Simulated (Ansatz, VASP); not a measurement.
# Two plane-wave programs on LiH

```
CELL_PARAMETERS angstrom
0.00000 2.03250 2.03250
2.03250 0.00000 2.03250
2.03250 2.03250 0.00000
ATOMIC_POSITIONS crystal
Li 0.00000 0.00000 0.00000
H 0.50000 0.50000 0.50000
```

Alike in both runs: task single point; functional LDA; k mesh 10 × 10 × 10; occupations gaussian, width 0.05 eV; no spin polarisation.

|  | VASP | Ansatz |
| --- | --- | --- |
| version | VASP 6.6.1 | Ansatz 0.2.0 |
| potentials or method | VASP PAW LDA potentials, release 64 (Li_sv, H), cutoff 520 eV | scalar-relativistic, plane waves, PAW |
| valence electrons in the cell | 4 | 4 |

```tsv
	VASP	Ansatz	Ansatz less VASP
gap on the k mesh at the Fermi level (eV)	2.64	2.65	+0.008
least direct gap on the mesh (eV)	2.64	2.65	+0.008
```

LDA's correlation is that of Perdew and Zunger in VASP and of Perdew and Wang (1992) in Ansatz.

Noted on VASP's run: the cutoff is short for stress, so the pressure is rough.
